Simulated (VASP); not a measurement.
Wanted: the native input for a VASP 6.6.1 run.

```
Task                   : single point
Functional             : r2SCAN
Potentials or basis    : VASP PAW PBE potentials, release 64 (Mg_sv, O)
Cutoff                 : 920 eV
k mesh                 : 8 × 8 × 6
Occupations            : gaussian, width 0.02 eV
Spin                   : no spin polarisation
Dipole correction      : no
Further INCAR settings : ALGO = Normal; EDIFF = 1e-06; NBANDS = 24
```

MgO:

```
Mg O
1.0
     2.16527    2.16527    0.00000
    -2.16527    2.16527    0.00000
     0.00000    0.00000    4.13335
Mg O
2 2
Direct
  0.00000 0.00000 0.00000
  0.50000 0.50000 0.50000
  0.50000 0.50000 0.00000
  0.00000 0.00000 0.50000
```

These files were run (other wordings do the same):

POSCAR

```
MgO
1.0
    2.1652669820      2.1652669820      0.0000000000
   -2.1652669820      2.1652669820      0.0000000000
    0.0000000000      0.0000000000      4.1333496661
Mg O
2 2
Direct
    0.0000000000      0.0000000000      0.0000000000
    0.5000000000      0.5000000000      0.5000000000
    0.5000000000      0.5000000000      0.0000000000
    0.0000000000      0.0000000000      0.5000000000
```

INCAR.step1

```
SYSTEM = MgO
ALGO = Normal ; EDIFF = 1E-5
ENCUT = 920 ; GGA = PE
GGA_COMPAT = .False. ; ISMEAR = 0
LASPH = .True. ; LCHARG = .False.
LREAL = .False. ; LWAVE = .True.
NBANDS = 24 ; NELM = 120
PREC = Accurate ; SIGMA = 0.02
```

INCAR.step2

```
SYSTEM = MgO
ALGO = Normal ; EDIFF = 1E-6
ENCUT = 920 ; GGA_COMPAT = .False.
ISIF = 2 ; ISMEAR = 0
ISTART = 1 ; LASPH = .True.
LCHARG = .False. ; LMIXTAU = .True.
LREAL = .False. ; LWAVE = .False.
METAGGA = R2SCAN ; NBANDS = 24
NELM = 120 ; PREC = Accurate
SIGMA = 0.02
```

KPOINTS

```
k-points
0
Gamma
  8 8 6
  0 0 0
```

Potentials or basis: VASP PAW PBE potentials, release 64 (Mg_sv, O).

Command:

```bash
$ cat potpaw_PBE.64/Mg_sv/POTCAR potpaw_PBE.64/O/POTCAR > POTCAR
$ cp INCAR.step1 INCAR
$ mpirun -np 1 vasp_std > vasp.out
$ cp INCAR.step2 INCAR
$ mpirun -np 1 vasp_std > vasp.out
```

It gave:

```yaml
Pressure: -5.2 GPa
Band_gap_on_the_k_mesh: 5.24 eV
```

Caveat: the stress differs along the axes, from -8 to 1 GPa; the PAW data sets were made with another functional, which shifts forces and pressure a little.

Wall time 8.1 min on 1 thread of Intel(R) Xeon(R) Platinum 8259CL CPU @ 2.50GHz (Skylake/Cascade Lake), on a shared host, peak memory 0.26 GiB.
